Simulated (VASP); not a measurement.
# EuS (Fm-3m) in VASP: further runs, part 2 of 2

VASP 6.6.1. The steps go on from the part before.

### 4 Single point, r2SCAN+U, collinear spin, ferromagnetic start

This run uses another cell than the first one, of 26.31 Å³/atom.

The input, POSCAR:

```
EuS
1.0
    0.0000000000      2.9740389115      2.9740389115
    2.9740389115      0.0000000000      2.9740389115
    2.9740389115      2.9740389115      0.0000000000
Eu S
1 1
Direct
    0.0000000000      0.0000000000      0.0000000000
    0.5000000000      0.5000000000      0.5000000000
```

The input, INCAR.step1:

```
SYSTEM = EuS
  ALGO = Normal
  EDIFF = 1E-5
  ENCUT = 800
  GGA = PE
  GGA_COMPAT = .FALSE.
  ISMEAR = 1
  ISPIN = 2
  LASPH = .TRUE.
  LCHARG = .FALSE.
  LDAU = .TRUE.
  LDAUJ = 0 0
  LDAUL = 3 -1
  LDAUTYPE = 2
  LDAUU = 3 0
  LMAXMIX = 6
  LREAL = .FALSE.
  LWAVE = .TRUE.
  MAGMOM = 9.1 0
  NBANDS = 22
  NELM = 200
  PREC = Accurate
  SIGMA = 0.1
```

The input, INCAR.step2:

```
SYSTEM = EuS
  ALGO = Normal
  EDIFF = 1E-6
  ENCUT = 800
  GGA_COMPAT = .FALSE.
  ISIF = 2
  ISMEAR = 1
  ISPIN = 2
  ISTART = 1
  LASPH = .TRUE.
  LCHARG = .TRUE.
  LDAU = .TRUE.
  LDAUJ = 0 0
  LDAUL = 3 -1
  LDAUPRINT = 1
  LDAUTYPE = 2
  LDAUU = 3 0
  LELF = .TRUE.
  LMAXMIX = 6
  LMIXTAU = .TRUE.
  LORBIT = 11
  LREAL = .FALSE.
  LVHAR = .TRUE.
  LWAVE = .FALSE.
  MAGMOM = 9.1 0
  METAGGA = R2SCAN
  NBANDS = 22
  NELM = 200
  PREC = Accurate
  SIGMA = 0.1
```

The input, KPOINTS:

```
k-points
0
G
  7 7 7
  0 0 0
```

Potentials or basis: VASP PAW PBE potentials, release 64 (Eu, S).

The run is started by

```
cat potpaw_PBE.64/Eu/POTCAR potpaw_PBE.64/S/POTCAR > POTCAR
cp INCAR.step1 INCAR
mpirun -np 1 vasp_std > vasp.out
cp INCAR.step2 INCAR
mpirun -np 1 vasp_std > vasp.out
```

OUTCAR:

```text
SYSTEM = EuS
   EDIFF = 1E-6
   ENCUT = 800
   ISIF = 2
   ISMEAR = 1
   ISPIN = 2
   ISTART = 1
   LASPH = .TRUE.
   LORBIT = 11
   LREAL = .FALSE.
   METAGGA = R2SCAN
   NELM = 200
   PREC = Accurate

 ion  position               nearest neighbor table
   1  0.000  0.000  0.000-   2 2.97   2 2.97   2 2.97   2 2.97   2 2.97   2 2.97
   2  0.500  0.500  0.500-   1 2.97   1 2.97   1 2.97   1 2.97   1 2.97   1 2.97

  LATTYP: Found a face centered cubic cell.
 ALAT       =     5.9480778230

[... 1255 lines left out ...]

 VOLUME and BASIS-vectors are now :
 -----------------------------------------------------------------------------
  energy-cutoff  :      800.00
  volume of cell :       52.61
      direct lattice vectors                 reciprocal lattice vectors
     0.000000000  2.974038912  2.974038912    -0.168121539  0.168121539  0.168121539
     2.974038912  0.000000000  2.974038912     0.168121539 -0.168121539  0.168121539
     2.974038912  2.974038912  0.000000000     0.168121539  0.168121539 -0.168121539

 POSITION                                       TOTAL-FORCE (eV/Angst)
 -----------------------------------------------------------------------------------
      0.00000      0.00000      0.00000         0.000000      0.000000     -0.000000
      2.97404      2.97404      2.97404        -0.000000     -0.000000      0.000000
 -----------------------------------------------------------------------------------
    total drift:                                0.000000     -0.000000     -0.000000

  FREE ENERGIE OF THE ION-ELECTRON SYSTEM (eV)
  ---------------------------------------------------
  free  energy   TOTEN  =       -52.2243025641 eV

  energy  without entropy=      -52.2254729544  energy(sigma->0) =      -52.22469269

 total charge

# of ion       s       p       d       f       tot
--------------------------------------------------
    1        2.036   5.825   0.242   6.789  14.892
    2        1.305   2.479   0.000   0.000   3.784
--------------------------------------------------
tot          3.341   8.304   0.242   6.789  18.676

 magnetization (x)

# of ion       s       p       d       f       tot
--------------------------------------------------
    1       -0.026  -0.193   0.055   6.768   6.603
    2       -0.009  -0.069   0.000   0.000  -0.078
--------------------------------------------------
tot         -0.035  -0.262   0.055   6.768   6.526
```

OUTCAR.step1:

```text
SYSTEM = EuS
   EDIFF = 1E-5
   ENCUT = 800
   GGA = PE
   ISMEAR = 1
   ISPIN = 2
[... 1238 lines left out ...]
      0.00000      0.00000      0.00000        -0.000000      0.000000      0.000000
      2.97404      2.97404      2.97404         0.000000     -0.000000     -0.000000
 -----------------------------------------------------------------------------------
    total drift:                                0.000000     -0.000000     -0.000000

  FREE ENERGIE OF THE ION-ELECTRON SYSTEM (eV)
  ---------------------------------------------------
  free  energy   TOTEN  =       -19.4581109905 eV

  energy  without entropy=      -19.4597409280  energy(sigma->0) =      -19.45865430
```

OSZICAR.step1:

```text
N       E                     dE             d eps       ncg     rms          rms(c)
DAV:   1     0.182595764889E+03    0.18260E+03   -0.11291E+04  2418   0.625E+03
DAV:   2     0.172842768155E+02   -0.16531E+03   -0.14033E+03  2458   0.464E+02
DAV:   3    -0.126018907531E+02   -0.29886E+02   -0.29201E+02  2678   0.139E+02
DAV:   4    -0.153057704861E+02   -0.27039E+01   -0.26903E+01  3210   0.317E+01
DAV:   5    -0.155484001086E+02   -0.24263E+00   -0.24303E+00  3158   0.983E+00    0.266E+01
DAV:   6    -0.189241282194E+02   -0.33757E+01   -0.28842E+00  2460   0.215E+01    0.180E+01
DAV:   7    -0.194652534684E+02   -0.54113E+00   -0.29095E+00  2814   0.373E+01    0.115E+01
DAV:   8    -0.194348675743E+02    0.30386E-01   -0.61062E-01  2578   0.137E+01    0.687E+00
DAV:   9    -0.194482497013E+02   -0.13382E-01   -0.62830E-02  3226   0.279E+00    0.580E+00
DAV:  10    -0.194558663338E+02   -0.76166E-02   -0.33839E-02  2728   0.351E+00    0.484E+00
DAV:  11    -0.194574177498E+02   -0.15514E-02   -0.48958E-03  2908   0.103E+00    0.312E+00
DAV:  12    -0.194580478419E+02   -0.63009E-03   -0.12529E-02  2578   0.214E+00    0.552E-01
DAV:  13    -0.194581028335E+02   -0.54992E-04   -0.63879E-04  2902   0.268E-01    0.519E-01
DAV:  14    -0.194581109905E+02   -0.81570E-05   -0.52802E-05  2698   0.527E-02
   1 F= -.19458111E+02 E0= -.19458654E+02  d E =0.162994E-02  mag=     6.9996
```

Wall time 6.9 min (1 thread of Oxide Virtual Turin-like, shared host); peak memory 0.33 GiB.

What came out:

* Free energy: -52.2243 eV
* Pressure: -0.2 GPa
* Band gap on the k mesh: zero (filled and empty bands overlap)
* Net moment: 7.00 μB per cell
* Site moments: Eu +6.60; S -0.08 μB
* Valence electrons inside the program's atomic spheres: Eu 14.89; S 3.78

Eigenvalues of the final occupation matrices:
| site | spin | trace | eigenvalues |
| --- | --- | --- | --- |
| site 1 f | 1 | 6.79 | 0.97 0.97 0.97 0.97 0.97 0.97 0.97 |
| site 1 f | 2 | 0.01 | 0.00 0.00 0.00 0.00 0.00 0.00 0.00 |

Caveat: the PAW data sets were made with another functional, which shifts forces and pressure a little; spin-orbit coupling is left out, which moves the levels of the heavy elements; a cell with one magnetic atom can't hold antiferromagnetic order, which such compounds often take.

### 5 Single point, r2SCAN+U, collinear spin, ferromagnetic start

This run uses another cell than the first one, of 27.42 Å³/atom.

The input, POSCAR:

```
EuS
1.0
    0.0000000000      3.0156003999      3.0156003999
    3.0156003999      0.0000000000      3.0156003999
    3.0156003999      3.0156003999      0.0000000000
Eu S
1 1
Direct
    0.0000000000      0.0000000000      0.0000000000
    0.5000000000      0.5000000000      0.5000000000
```

The input, INCAR.step1:

```
PREC = Accurate
ENCUT = 800
ISMEAR = 1
SIGMA = 0.0676
LREAL = False
LASPH = True
NELM = 200
ISPIN = 2
MAGMOM = 9.1 0
LMAXMIX = 6
LDAU = True
LDAUTYPE = 2
LDAUL = 3 -1
LDAUU = 3 0
LDAUJ = 0 0
NBANDS = 22
GGA = PE
ALGO = Normal
EDIFF = 1E-5
LWAVE = True
LCHARG = False
GGA_COMPAT = False
```

The input, INCAR.step2:

```
PREC = Accurate
ENCUT = 800
EDIFF = 1E-6
ISMEAR = 1
SIGMA = 0.0676
LREAL = False
LASPH = True
NELM = 200
ALGO = Normal
ISIF = 2
LWAVE = False
LCHARG = True
ISPIN = 2
MAGMOM = 9.1 0
LORBIT = 11
LMAXMIX = 6
LDAU = True
LDAUTYPE = 2
LDAUL = 3 -1
LDAUU = 3 0
LDAUJ = 0 0
LDAUPRINT = 1
METAGGA = R2SCAN
LMIXTAU = True
LELF = True
LVHAR = True
NBANDS = 22
ISTART = 1
GGA_COMPAT = False
```

The input, KPOINTS:

```
regular mesh
0
Gamma
  7 7 7
```

The run is started by

```
cat potpaw_PBE.64/Eu/POTCAR potpaw_PBE.64/S/POTCAR > POTCAR
cp INCAR.step1 INCAR
mpirun -np 1 vasp_std > vasp.out
cp INCAR.step2 INCAR
mpirun -np 1 vasp_std > vasp.out
```

It took 7.3 min on 1 thread of Oxide Virtual Turin-like, shared host; peak memory 0.33 GiB.

It converged, with:

* Free energy: -52.2079 eV
* Pressure: -2.1 GPa
* Band gap on the k mesh: 0.13 eV (least direct gap 0.30 eV)
* Net moment: 7.00 μB per cell
* Site moments: Eu +6.61; S -0.07 μB
* Valence electrons inside the program's atomic spheres: Eu 14.88; S 3.77

Levels at points of the mesh, in eV from the valence-band top:
Spin up:
```csv
k point,band 12,band 13,band 14,band 15,band 16,band 17,band 18,band 19
"(0.00, 0.00, 0.00)",-0.36,0.00,0.00,0.00,1.67,1.93,1.93,1.93
```
Spin down:
| k point | band 4 | band 5 | band 6 | band 7 | band 8 | band 9 | band 10 | band 11 | band 12 | band 13 |
| --- | --- | --- | --- | --- | --- | --- | --- | --- | --- | --- |
| (0.00, 0.00, 0.00) | -17.61 | -13.56 | -2.31 | -2.31 | -2.31 | 2.25 | 2.70 | 2.70 | 2.70 | 3.74 |

Eigenvalues of the final occupation matrices:
```
    site  spin  trace                         eigenvalues
site 1 f     1   6.80  0.97 0.97 0.97 0.97 0.97 0.97 0.97
site 1 f     2   0.01  0.00 0.00 0.00 0.00 0.00 0.00 0.00
```

Caveat: the PAW data sets were made with another functional, which shifts forces and pressure a little; spin-orbit coupling is left out, which moves the levels of the heavy elements; an odd mesh through Γ misses points on the zone boundary, where band edges can lie; a cell with one magnetic atom can't hold antiferromagnetic order, which such compounds often take. The state reached can hang on the start; a lower one may exist.

### 6 Summary

```tsv
cell	smearing	gap on the mesh (eV)	pressure (GPa)	moment (μB)
a = 4.092 Å, angles 60.0°, 2 atoms	methfessel-paxton 0.1 eV	none	4.6	7.00
a = 4.156 Å, angles 60.0°, 2 atoms	methfessel-paxton 0.1 eV	none	1.6	7.00
a = 4.206 Å, angles 60.0°, 2 atoms	methfessel-paxton 0.1 eV	none	-0.2	7.00
a = 4.265 Å, angles 60.0°, 2 atoms	methfessel-paxton 0.0676 eV	0.13	-2.1	7.00
```

Alike in all rows: task single point; level r2SCAN+U; potentials or basis VASP PAW PBE potentials, release 64 (Eu, S); spin collinear, ferromagnetic start; Eu f U = 3.0 eV; k mesh 7 × 7 × 7; cutoff (eV) 800.

Caveats: the PAW data sets were made with another functional, which shifts forces and pressure a little; spin-orbit coupling is left out, which moves the levels of the heavy elements; a cell with one magnetic atom can't hold antiferromagnetic order, which such compounds often take; the cell stands under pressure (at least some runs); an odd mesh through Γ misses points on the zone boundary, where band edges can lie (at least some runs).

Absolute energies hang on the potentials; compare differences alone.

### 7 Against experiment

Step 4. A measured gap of EuS is 1.72 eV (optical; 300 K; powder; “Crystal-field mediated electronic transitions of EuS up to 35 GPa”, 2022, pmc:8786971); the calculated 0.00 eV misses it by -1.72 eV. So large a miss can be the level of theory's own, or it may mean another phase, state or a wrong row. Spin-orbit coupling on Eu is left out. The value is that of r2SCAN+U on a finite k mesh, which can miss the band edges, without temperature or zero-point motion. The run's magnetic order (collinear spin, ferromagnetic start) needn't be the measured crystal's.
